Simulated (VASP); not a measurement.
Crystal: Si2O.

```
CELL_PARAMETERS angstrom
8.02421 0.00000 0.00000
0.00000 2.13123 2.44355
0.00000 -2.13123 2.44355
ATOMIC_POSITIONS crystal
Si 0.12500 0.31178 0.97211
Si 0.37500 0.31178 0.97211
Si 0.62500 0.97211 0.31178
Si 0.87500 0.97211 0.31178
O 0.75000 0.16667 0.83333
O 0.25000 0.83333 0.16667
```

| Property | Result |
| --- | --- |
| Program | VASP 6.6.1 |
| Task | relaxation of cell and atoms |
| Functional | PBE |
| Potentials or basis | VASP PAW PBE potentials, release 64 (Si, O) |
| Cutoff | 600 eV |
| k mesh | 2 × 6 × 6 |
| Occupations | gaussian, width 0.1 eV |
| Spin | no spin polarisation |

At the start: pressure 15.9 GPa; volume 13.93 Å³/atom.

Question: Where does the relaxation end?

Answer: Over 84 steps the energy falls by 995.1 meV/atom and the volume is 13.47 Å³/atom (-3.3 %); space group Cmcm (No. 63, to 0.05 Å).

Step by step:
| step | energy change (eV) | largest force (eV/Å) | pressure (GPa) | volume (Å³) |
| --- | --- | --- | --- | --- |
| 1 | 0.0000 | 6.2634 | 15.94 | 83.58 |
| 4 | -1.6597 | 1.3683 | -4.61 | 89.67 |
| 7 | -1.6971 | 1.2468 | -2.53 | 88.35 |
| 10 | -2.3107 | 1.5025 | 13.05 | 79.43 |
| 13 | -3.7039 | 2.2218 | 14.82 | 77.56 |
| 16 | -5.1259 | 0.9358 | 5.75 | 73.73 |
| 19 | -5.4343 | 0.6760 | 0.21 | 79.49 |
| 22 | -5.6014 | 0.6222 | -0.82 | 83.09 |
| 25 | -5.7233 | 0.3574 | -2.83 | 86.48 |
| 28 | -5.7877 | 0.2461 | -2.45 | 85.24 |
| 31 | -5.8122 | 0.1981 | 0.03 | 82.89 |
| 34 | -5.8265 | 0.2875 | -0.03 | 81.89 |
| 37 | -5.8378 | 0.1043 | 1.45 | 80.79 |
| 40 | -5.8536 | 0.4668 | 1.60 | 82.42 |
| 43 | -5.8667 | 0.1458 | -0.22 | 83.11 |
| 46 | -5.8715 | 0.0670 | -1.29 | 83.78 |
| 49 | -5.9063 | 0.0846 | -3.23 | 85.04 |
| 52 | -5.9338 | 0.2250 | -1.38 | 83.32 |
| 55 | -5.9481 | 0.0982 | -1.54 | 81.93 |
| 58 | -5.9574 | 0.0752 | 0.18 | 80.26 |
| 61 | -5.9598 | 0.0602 | 0.75 | 80.12 |
| 64 | -5.9608 | 0.0614 | 0.11 | 80.44 |
| 67 | -5.9625 | 0.0499 | -0.26 | 81.07 |
| 70 | -5.9632 | 0.0459 | -0.46 | 81.21 |
| 73 | -5.9648 | 0.1050 | -0.20 | 81.26 |
| 76 | -5.9669 | 0.0327 | -0.35 | 81.00 |
| 79 | -5.9683 | 0.0617 | 0.05 | 80.44 |
| 82 | -5.9694 | 0.0477 | 0.23 | 80.45 |
| 84 | -5.9703 | 0.0341 | -0.10 | 80.83 |

Final structure:
```
Si O
1.0
    11.32996    0.00000    0.00000
     0.00000    1.98663    1.79554
     0.00000   -1.98663    1.79554
Si O
4 2
Cartesian
  1.1823 -1.3596 2.1315
  4.4827 -1.3596 2.1315
  6.8472 1.3596 2.1315
  10.1477 1.3596 2.1315
  8.4975 1.3926 2.1432
  2.8325 -1.3926 2.1432
```

Caveat: the k points lie up to 0.39 Å⁻¹ apart in the final cell.
